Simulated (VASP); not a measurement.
## Au: single point with PBE

Au:

```xyz
4
Lattice="6.1510 0.0007 -0.1171 -2.7838 5.4850 0.1171 -1.5317 0.9402 2.2507" Properties=species:S:1:pos:R:3 pbc="T T T"
Au   -1.3919    2.7425    0.0586
Au    1.6836    2.7429    0.0000
Au    0.0000    0.0000    0.0000
Au    3.0755    0.0003   -0.0586
```

| Property | Result |
| --- | --- |
| Program | VASP 6.6.1 |
| Task | single point |
| Functional | PBE |
| Potentials or basis | VASP PAW PBE potentials, release 64 (Au) |
| Cutoff | 520 eV |
| k mesh | 7 × 7 × 15 |
| Occupations | gaussian, width 0.1 eV |
| Spin | no spin polarisation |
| Dipole correction | no |
| Further INCAR settings | ALGO = Fast; EDIFF = 1e-07; NBANDS = 30 |

```
Pressure               : -2.7 GPa
Band gap on the k mesh : zero (band 22 reaches 10.56 eV, above the bottom of band 23 at 6.01 eV)
```

Stress tensor (GPa, compression positive):
```
-4.08  0.36  0.10
 0.36 -3.72 -0.06
 0.10 -0.06 -0.17
```

Levels at points of the mesh, in eV from the Fermi level:
```tsv
k point	band 20	band 21	band 22	band 23	band 24	band 25
(0.00, 0.00, 0.00)	-1.80	-1.35	-0.85	-0.85	2.03	2.18
```

Run time: 11 min on 1 thread of Intel Xeon 8259CL (shared host), peak memory 0.48 GiB.

Caveat: spin-orbit coupling is left out, which moves the levels of the heavy elements.
